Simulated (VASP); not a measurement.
A run of VASP 6.6.1 is set up as follows.

Contents of INCAR:

```
ALGO = Normal
EDIFF = 1E-6
ENCUT = 600
GGA = PE
GGA_COMPAT = False
ISIF = 2
ISMEAR = 0
LASPH = True
LCHARG = False
LREAL = False
LWAVE = False
NBANDS = 16
NELM = 120
PREC = Accurate
SIGMA = 0.01
```

Contents of KPOINTS:

```
k-points
0
Gamma
  8 8 8
```

POSCAR

```
BAs
1.0
    0.0000000000      2.3803343092      2.3803343092
    2.3803343092      0.0000000000      2.3803343092
    2.3803343092      2.3803343092      0.0000000000
B As
1 1
Direct
    0.0000000000      0.0000000000      0.0000000000
    0.2500000000      0.2500000000      0.2500000000
```

Potentials or basis: VASP PAW PBE potentials, release 64 (B, As_d).

Command:

```console
$ cat potpaw_PBE.64/B/POTCAR potpaw_PBE.64/As_d/POTCAR > POTCAR
$ mpirun -np 1 vasp_std > vasp.out
```

What does it give for the pressure?

4.0 GPa.

What does it give for the band gap on the k mesh?

1.19 eV, indirect (least direct gap 3.30 eV).

 A k mesh can miss the band edges.
